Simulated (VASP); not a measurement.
Here is a VASP 6.6.1 calculation.

File INCAR:

```
SYSTEM = W
PREC = Accurate
ENCUT = 520
EDIFF = 1E-6
ISMEAR = -1
SIGMA = 0.1
LREAL = .FALSE.
LASPH = .TRUE.
NELM = 60
ALGO = Normal
ISIF = 2
LWAVE = .FALSE.
LCHARG = .FALSE.
LDIPOL = .TRUE.
IDIPOL = 3
DIPOL = 0.5 0.5 0.500
GGA = PE
NBANDS = 36
```

KPOINTS

```
regular mesh
0
G
  13 13 1
  0 0 0
```

POSCAR

```
W
1.0
    2.7570193918      0.0000000000      0.0000000000
   -0.9190064639      2.5993428104      0.0000000000
    0.0000000000      0.0000000000     22.7533000000
W
4
Direct
    0.2500000000      0.2500000000      0.3546216145
    0.7500000000      0.7500000000      0.4502265424
    0.2500000000      0.2500000000      0.5497734576
    0.7500000000      0.7500000000      0.6453783850
```

Potentials or basis: VASP PAW PBE potentials, release 64 (W_sv).

Command:

```bash
$ cat potpaw_PBE.64/W_sv/POTCAR > POTCAR
$ mpirun -np 1 vasp_std > vasp.out
```

(1) What does it give for the largest force?

(2) Predict the band gap on the k mesh.

Answers

(1) 0.032 eV/Å.

(2) zero (bands 28 and 29 overlap by 1.88 eV).

Caveat: spin-orbit coupling is left out, which moves the levels of the heavy elements.
